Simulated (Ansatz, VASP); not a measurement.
**SnO2 in VASP and in Ansatz**

Contents of INCAR:

```
PREC = Accurate
ENCUT = 520
EDIFF = 1E-8
ISMEAR = -1
SIGMA = 0.03
LREAL = F
LASPH = T
NELM = 60
ALGO = Normal
ISIF = 2
LWAVE = F
LCHARG = F
GGA = PE
LEFG = T
NBANDS = 35
```

File KPOINTS:

```
Automatic mesh
0
Gamma
  4 4 6
```

Contents of POSCAR:

```
SnO2
1.0
    4.6406422521      0.0000000000      0.0000000000
    0.0000000000      4.6406422521      0.0000000000
    0.0000000000      0.0000000000      3.1213531768
Sn O
2 4
Direct
    0.0000000000      0.0000000000      0.0000000000
    0.5000000000      0.5000000000      0.5000000000
    0.3056200000      0.3056200000      0.0000000000
    0.1943800000      0.8056200000      0.5000000000
    0.6943800000      0.6943800000      0.0000000000
    0.8056200000      0.1943800000      0.5000000000
```

Input for Ansatz:

```yaml
crystal:
  lattice:
    - [4.6406422521, 0.0, 0.0]
    - [0.0, 4.6406422521, 0.0]
    - [0.0, 0.0, 3.1213531768]
  atoms:
    - { symbol: Sn, position: [0.0, 0.0, 0.0] }
    - { symbol: Sn, position: [0.5, 0.5, 0.5] }
    - { symbol: O, position: [0.30562, 0.30562, 0.0] }
    - { symbol: O, position: [0.19438, 0.80562, 0.5] }
    - { symbol: O, position: [0.69438, 0.69438, 0.0] }
    - { symbol: O, position: [0.80562, 0.19438, 0.5] }
kpoints:
  mp_grid: { grid: [4, 4, 6] }
scf:
  occupations: { method: fermi_dirac, width: 0.03 }
hamiltonian:
  xc: pbe
  pseudopotentials: { kind: all_electron, datasets: crystal }
output:
  forces: true
  stress: true
  eigenvalues: true
  efg: { contact_densities: true }
```

Change from the starting cell: volume scaled by 0.94, crystal datasets.

Alike in both runs: task electric field gradients; functional PBE; k mesh 4 × 4 × 6; occupations fermi-dirac, width 0.03 eV; no spin polarisation.

```csv
,VASP,Ansatz
version,VASP 6.6.1,Ansatz 0.2.0
potentials or method,"VASP PAW PBE potentials, release 64 (Sn_d, O), cutoff 520 eV","all-electron PAW with datasets made for the crystal, scalar-relativistic"
```

```tsv
	VASP	Ansatz	Ansatz less VASP
gap on the k mesh at the Fermi level (eV)	2.00	2.01	+0.011
pressure (GPa)	28.2	27.3	-0.96
traceless stress, the component that is largest in VASP (GPa)	4.75	4.48	-0.268
rms of the force components (eV/Å)	0.135	0.125	-0.0103
size of Vzz on the site where it differs most (V/Å²)	63.6	65.5	+1.93
```

Atom by atom the forces differ by 0.010 eV/Å (rms over components). Ansatz ran all-electron here, and VASP with PAW potentials.
